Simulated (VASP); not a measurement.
# MoS2 in VASP: further runs

Runs on MoS2. Level: LDA. Tasks: single point.

Program: VASP 6.6.1. These are calculated values, not measurements. Logs are shortened: lines on timing, memory, paths and dates and some standing lists are left out, and cuts for length are marked.

## (1) The cell of the first run

The cell holds a sheet with vacuum, 6 atoms: a = 3.121 Å, b = 3.121 Å, c = 24.270 Å, α = 90.00°, β = 90.00°, γ = 120.00°.

## (2) Single point, LDA

File INCAR:

```
SYSTEM = MoS2
ALGO = Normal ; EDIFF = 1E-6
ENCUT = 400 ; GGA_COMPAT = .False.
ISIF = 2 ; ISMEAR = 0
LASPH = .True. ; LCHARG = .False.
LREAL = .False. ; LWAVE = .False.
NBANDS = 35 ; NELM = 120
NELMDL = -8 ; PREC = Accurate
SIGMA = 0.01
```

File KPOINTS:

```
k-points
0
Gamma
  12 12 1
  0 0 0
```

File POSCAR:

```
MoS2
1.0
    3.1210559729      0.0000000000      0.0000000000
   -1.5605279865      2.7029137592      0.0000000000
    0.0000000000      0.0000000000     24.2700000000
S Mo
4 2
Direct
    0.3333333333      0.6666666667      0.3117809539
    0.3333333333      0.6666666667      0.4397983609
    0.6666666667      0.3333333333      0.5602016391
    0.6666666667      0.3333333333      0.6882190461
    0.6666666667      0.3333333333      0.3757275470
    0.3333333333      0.6666666667      0.6242724530
```

Potentials or basis: VASP PAW LDA potentials, release 64 (S, Mo_sv).

Command:

```bash
$ cat potpaw_LDA.64/S/POTCAR potpaw_LDA.64/Mo_sv/POTCAR > POTCAR
$ mpirun -np 1 vasp_std > vasp.out
```

OUTCAR:

```text
SYSTEM = MoS2
   EDIFF = 1E-6
   ENCUT = 400
   ISIF = 2
   ISMEAR = 0
   LASPH = .True.
   LREAL = .False.
   NELM = 120
   NELMDL = -8
   PREC = Accurate

 ion  position               nearest neighbor table
   1  0.333  0.667  0.312-   5 2.38   5 2.38   5 2.38
   2  0.333  0.667  0.440-   5 2.38   5 2.38   5 2.38
   3  0.667  0.333  0.560-   6 2.38   6 2.38   6 2.38
   4  0.667  0.333  0.688-   6 2.38   6 2.38   6 2.38
   5  0.667  0.333  0.376-   1 2.38   1 2.38   1 2.38   2 2.38   2 2.38   2 2.38
   6  0.333  0.667  0.624-   4 2.38   4 2.38   4 2.38   3 2.38   3 2.38   3 2.38

  LATTYP: Found a hexagonal cell.
 ALAT       =     3.1210559729
 C/A-ratio  =     7.7762142719

  Lattice vectors:

 A1 = (   3.1210559729,   0.0000000000,   0.0000000000)
 A2 = (  -1.5605279865,   2.7029137592,   0.0000000000)
 A3 = (   0.0000000000,   0.0000000000,  24.2700000000)

Analysis of symmetry for initial positions (statically):
=====================================================================
 Subroutine PRICEL returns:
 Original cell was already a primitive cell.

 Routine SETGRP: Setting up the symmetry group for a
 hexagonal supercell.

 Subroutine GETGRP returns: Found 12 space group operations
 (whereof 12 operations were pure point group operations)
 out of a pool of 24 trial point group operations.

The static configuration has the point symmetry D_3d.

Analysis of symmetry for dynamics (positions and initial velocities):
=====================================================================
 Subroutine PRICEL returns:
 Original cell was already a primitive cell.

 Routine SETGRP: Setting up the symmetry group for a
 hexagonal supercell.

 Subroutine GETGRP returns: Found 12 space group operations
 (whereof 12 operations were pure point group operations)
 out of a pool of 24 trial point group operations.

The dynamic configuration has the point symmetry D_3d.

 Subroutine INISYM returns: Found 12 space group operations
 (whereof 12 operations are pure point group operations),
 and found     1 'primitive' translations

----------------------------------------------------------------------------------------

                                     Primitive cell

  volume of cell :     204.7404

  direct lattice vectors                    reciprocal lattice vectors
     3.121055973  0.000000000  0.000000000     0.320404379  0.184985554  0.000000000
    -1.560527986  2.702913759  0.000000000     0.000000000  0.369971109  0.000000000
     0.000000000  0.000000000 24.270000000     0.000000000  0.000000000  0.041203131

  length of vectors
     3.121055973  3.121055973 24.270000000     0.369971109  0.369971109  0.041203131

  position of ions in fractional coordinates (direct lattice)
     0.333333333  0.666666667  0.311780954
     0.333333333  0.666666667  0.439798361
     0.666666667  0.333333333  0.560201639
     0.666666667  0.333333333  0.688219046
     0.666666667  0.333333333  0.375727547
     0.333333333  0.666666667  0.624272453

  ion indices of the primitive-cell ions
   primitive index   ion index
                 1           1
                 2           2
                 3           3
                 4           4
                 5           5
                 6           6

----------------------------------------------------------------------------------------

 KPOINTS: k-points

Automatic generation of k-mesh.
 Grid dimensions read from file:
 generate k-points for:   12   12    1

 Generating k-lattice:

  Cartesian coordinates                     Fractional coordinates (reciprocal lattice)
     0.026700365  0.015415463  0.000000000     0.083333333  0.000000000  0.000000000
     0.000000000  0.030830926  0.000000000     0.000000000  0.083333333  0.000000000
     0.000000000  0.000000000  0.041203131     0.000000000  0.000000000  1.000000000

  Length of vectors
     0.030830926  0.030830926  0.041203131

  Shift w.r.t. Gamma in fractional coordinates (k-lattice)
     0.000000000  0.000000000  0.000000000

 Subroutine IBZKPT returns following result:
 ===========================================

 Found     19 irreducible k-points:

 Following reciprocal coordinates:
            Coordinates               Weight
  0.000000  0.000000  0.000000      1.000000
  0.083333  0.000000  0.000000      6.000000
  0.166667  0.000000  0.000000      6.000000
  0.250000  0.000000  0.000000      6.000000
  0.333333  0.000000  0.000000      6.000000
  0.416667  0.000000  0.000000      6.000000
[... 11 lines left out ...]
  0.333333  0.250000  0.000000     12.000000
  0.333333  0.333333  0.000000      2.000000
   k-points           NKPTS =     19   k-points in BZ     NKDIM =     19   number of bands    NBANDS=     35
   number of dos      NEDOS =    301   number of ions     NIONS =      6
   total plane-waves  NPLWV =  64000
   dimension x,y,z NGX =    20 NGY =   20 NGZ =  160
   dimension x,y,z NGXF=    40 NGYF=   40 NGZF=  320
   ions per type =               4   2
   NGX,Y,Z   is equivalent  to a cutoff of  10.65, 10.65, 10.96 a.u.
   NGXF,Y,Z  is equivalent  to a cutoff of  21.31, 21.31, 21.92 a.u.
 SYSTEM =  MoS2
   PREC   = accura    normal or accurate (medium, high low for compatibility)
   ISTART =      0    job   : 0-new  1-cont  2-samecut
   ICHARG =      2    charge: 1-file 2-atom 10-const
   ISPIN  =      1    spin polarized calculation?
   LNONCOLLINEAR =      F non collinear calculations
   LSORBIT =      F    spin-orbit coupling
   LASPH  =      T    aspherical Exc in radial PAW
   ENCUT  =  400.0 eV  29.40 Ry    5.42 a.u.   5.09  5.09 39.58*2*pi/ulx,y,z
   NELM   =    120;   NELMIN=  2; NELMDL= -8     # of ELM steps
   EDIFF  = 0.1E-05   stopping-criterion for ELM
   LREAL  =      F    real-space projection
   EDIFFG = 0.1E-04   stopping-criterion for IOM
   NSW    =      0    number of steps for IOM
   IBRION =     -1    ionic relax: 0-MD 1-quasi-New 2-CG
   NFREE  =      0    steps in history (QN), initial steepest desc. (CG)
   ISIF   =      2    stress and relaxation
   ISYM   =      2    0-nonsym 1-usesym 2-fastsym
   POTIM  = 0.5000    time-step for ionic-motion
   TEBEG  =    0.0;   TEEND  =   0.0 temperature during run
   PSTRESS=    0.0 pullay stress
   NELECT =      52.0000    total number of electrons
   NUPDOWN=      -1.0000    fix difference up-down
   EMIN   =  10.00;   EMAX   =-10.00  energy-range for DOS
   EFERMI =   0.00;   METHOD = LEGACY
   ISMEAR =     0;   SIGMA  =   0.01  broadening in eV -4-tet -1-fermi 0-gaus
   EFERMI_NEDOS =   21; number of points for ismear=-14 and -15
   IALGO  =     38    algorithm
   IMIX   =      4    mixing-type and parameters
     AMIX     =   0.40;   BMIX     =  1.00
     AMIX_MAG =   1.60;   BMIX_MAG =  1.00
  volume/ion in A,a.u.               =      34.12       230.28
  Fermi-wavevector in a.u.,A,eV,Ry     =   1.036752  1.959177 14.624279  1.074854
  Thomas-Fermi vector in A             =   2.171157
   LORBIT       =      0    0 simple, 1 ext, 2 COOP (PROOUT), +10 PAW based schemes
   GGA     = CA    functional components
   LHFCALC =     F    Hartree Fock is set to
   AEXX    =    0.0000 exact exchange contribution
   IVDW    =     0    specifies the selected vdW correction
   LEPSILON=     F    determine dielectric tensor
   LRPA    =     F    only Hartree local field effects (RPA)
 non-spin polarized calculation
 Gauss-broadening in eV      SIGMA  =   0.01
  energy-cutoff  :      400.00
  volume of cell :      204.74
 maximum number of plane-waves:      3755
   NGX = 11   NGY = 11   NGZ = 79

 number of electron      52.0000005 magnetization

 Free energy of the ion-electron system (eV)
  ---------------------------------------------------
  ext. energy  EPLUGINS =         0.00000000
  ---------------------------------------------------
  free energy    TOTEN  =       -48.84345781 eV

  energy without entropy =      -48.84345781  energy(sigma->0) =      -48.84345781

 E-fermi :   1.1819     XC(G=0):  -6.0971

 val. band max:        1.0743489664   @ k =   0.0000   0.0000   0.0000
 cond. band min:       2.2622019449   @ k =   0.1667   0.1667   0.0000
 fundamental gap:      1.1878529785
 Fermi energy:         1.1819308849

 k-point     1 :       0.0000    0.0000    0.0000
  band No.  band energies     occupation
      1     -59.8601      2.00000
      2     -59.8601      2.00000
      3     -34.2578      2.00000
      4     -34.2577      2.00000
      5     -33.9632      2.00000
      6     -33.9632      2.00000
[... 27 lines left out ...]
     34       3.8277      0.00000
     35       6.1937      0.00000

 k-point     2 :       0.0833    0.0000    0.0000
  band No.  band energies     occupation
      1     -59.8567      2.00000
      2     -59.8567      2.00000
      3     -34.2515      2.00000
      4     -34.2514      2.00000
      5     -33.9956      2.00000
      6     -33.9955      2.00000
[... 27 lines left out ...]
     34       3.7266      0.00000
     35       6.3598      0.00000

 k-point     3 :       0.1667    0.0000    0.0000
  band No.  band energies     occupation
      1     -59.8475      2.00000
      2     -59.8475      2.00000
      3     -34.2338      2.00000
      4     -34.2338      2.00000
      5     -34.0832      2.00000
      6     -34.0831      2.00000
[... 27 lines left out ...]
     34       4.1684      0.00000
     35       6.7786      0.00000
[... 533 lines left out ...]
 k-point    18 :       0.3333    0.2500    0.0000
  band No.  band energies     occupation
      1     -59.8048      2.00000
      2     -59.8048      2.00000
      3     -34.3508      2.00000
      4     -34.3507      2.00000
      5     -34.2074      2.00000
      6     -34.2074      2.00000
[... 27 lines left out ...]
     34       5.7286      0.00000
     35       7.5583      0.00000

 k-point    19 :       0.3333    0.3333    0.0000
  band No.  band energies     occupation
      1     -59.8031      2.00000
      2     -59.8031      2.00000
      3     -34.3157      2.00000
      4     -34.3157      2.00000
      5     -34.2621      2.00000
      6     -34.2620      2.00000
[... 27 lines left out ...]
     34       5.7449      0.00000
     35       7.4647      0.00000

------------------------ aborting loop because EDIFF is reached ----------------------------------------

  FORCE on cell =-STRESS in cart. coord.  units (eV):
  Direction    XX          YY          ZZ          XY          YZ          ZX
  --------------------------------------------------------------------------------------
  -------------------------------------------------------------------------------------
  Total       -0.0369632     -0.0369632     -0.0719843      0.0000000      0.0000000      0.0000000
  in kB       -0.2892519     -0.2892519     -0.5633069      0.0000000      0.0000000      0.0000000
  external PRESSURE =      -0.3806036 kB  Pullay stress =       0.0000000 kB

 VOLUME and BASIS-vectors are now :
 -----------------------------------------------------------------------------
  energy-cutoff  :      400.00
  volume of cell :      204.74
      direct lattice vectors                 reciprocal lattice vectors
     3.121055973  0.000000000  0.000000000     0.320404379  0.184985554  0.000000000
    -1.560527986  2.702913759  0.000000000     0.000000000  0.369971109  0.000000000
     0.000000000  0.000000000 24.270000000     0.000000000  0.000000000  0.041203131

 POSITION                                       TOTAL-FORCE (eV/Angst)
 -----------------------------------------------------------------------------------
     -0.00000      1.80194      7.56692        -0.000000      0.000000     -0.017080
     -0.00000      1.80194     10.67391        -0.000000     -0.000000      0.016563
      1.56053      0.90097     13.59609        -0.000000      0.000000     -0.016563
      1.56053      0.90097     16.70308        -0.000000     -0.000000      0.017080
      1.56053      0.90097      9.11891        -0.000000      0.000000     -0.001440
     -0.00000      1.80194     15.15109         0.000000      0.000000      0.001440
 -----------------------------------------------------------------------------------
    total drift:                                0.000000     -0.000000     -0.000000

  FREE ENERGIE OF THE ION-ELECTRON SYSTEM (eV)
  ---------------------------------------------------
  free  energy   TOTEN  =       -48.8434578144 eV

  energy  without entropy=      -48.8434578144  energy(sigma->0) =      -48.84345781
```

It took 2.2 min on 1 thread of AMD EPYC 7R43 (Zen 3), shared host; peak memory 0.2 GiB.

Results:

```yaml
Free_energy: -48.8435 eV
Largest_force: 0.017 eV/Å
Band_gap_on_the_k_mesh: 1.19 eV (least direct gap 1.82 eV)
```

Forces in eV/Å, atoms in the order of the input:
```
S    0.000  0.000 -0.017
S    0.000  0.000  0.017
S    0.000  0.000 -0.017
S    0.000  0.000  0.017
Mo   0.000  0.000 -0.001
Mo   0.000  0.000  0.001
```

## (3) Single point, LDA

This run uses another cell than the first one.

File INCAR:

```
SYSTEM = MoS2
  PREC = Accurate
  ENCUT = 400
  EDIFF = 1E-6
  ISMEAR = 0
  SIGMA = 0.01
  LREAL = .FALSE.
  LASPH = .TRUE.
  NELM = 120
  ALGO = Normal
  ISIF = 2
  LWAVE = .FALSE.
  LCHARG = .FALSE.
  GGA = CA
  NBANDS = 35
  GGA_COMPAT = .FALSE.
  NELMDL = -8
```

File KPOINTS:

```
Automatic mesh
0
G
  12 12 1
  0 0 0
```

File POSCAR:

```
MoS2
1.0
    3.1600000000      0.0000000000      0.0000000000
   -1.5800000000      2.7366402760      0.0000000000
    0.0000000000      0.0000000000     24.2700000000
S Mo
4 2
Direct
    0.3333333333      0.6666666667      0.3090234858
    0.3333333333      0.6666666667      0.4375772559
    0.6666666667      0.3333333333      0.5624227441
    0.6666666667      0.3333333333      0.6909765142
    0.6666666667      0.3333333333      0.3733003708
    0.3333333333      0.6666666667      0.6266996292
```

Potentials or basis: VASP PAW LDA potentials, release 64 (S, Mo_sv).

Command:

```bash
$ cat potpaw_LDA.64/S/POTCAR potpaw_LDA.64/Mo_sv/POTCAR > POTCAR
$ mpirun -np 1 vasp_std > vasp.out
```

Wall time 3.3 min (1 thread of AMD EPYC 7R43 (Zen 3), shared host); peak memory 0.23 GiB.

The run converged. Its results:

| Quantity | Value |
| --- | --- |
| Free energy | -48.8002 eV |
| Largest force | 0.391 eV/Å |
| Band gap on the k mesh | 1.23 eV (least direct gap 1.71 eV) |

Forces in eV/Å, atoms in the order of the input:
```
S    0.000  0.000  0.391
S    0.000  0.000 -0.312
S    0.000  0.000  0.312
S    0.000  0.000 -0.391
Mo   0.000  0.000 -0.033
Mo   0.000  0.000  0.033
```

Levels at points of the mesh, in eV from the valence-band top:
| k point | band 23 | band 24 | band 25 | band 26 | band 27 | band 28 | band 29 | band 30 |
| --- | --- | --- | --- | --- | --- | --- | --- | --- |
| (0.00, 0.00, 0.00) | -1.95 | -1.76 | -0.71 | 0.00 | 2.33 | 2.33 | 2.35 | 2.35 |
| (0.50, 0.00, 0.00) | -1.44 | -1.34 | -1.15 | -1.10 | 1.83 | 1.85 | 2.28 | 2.42 |
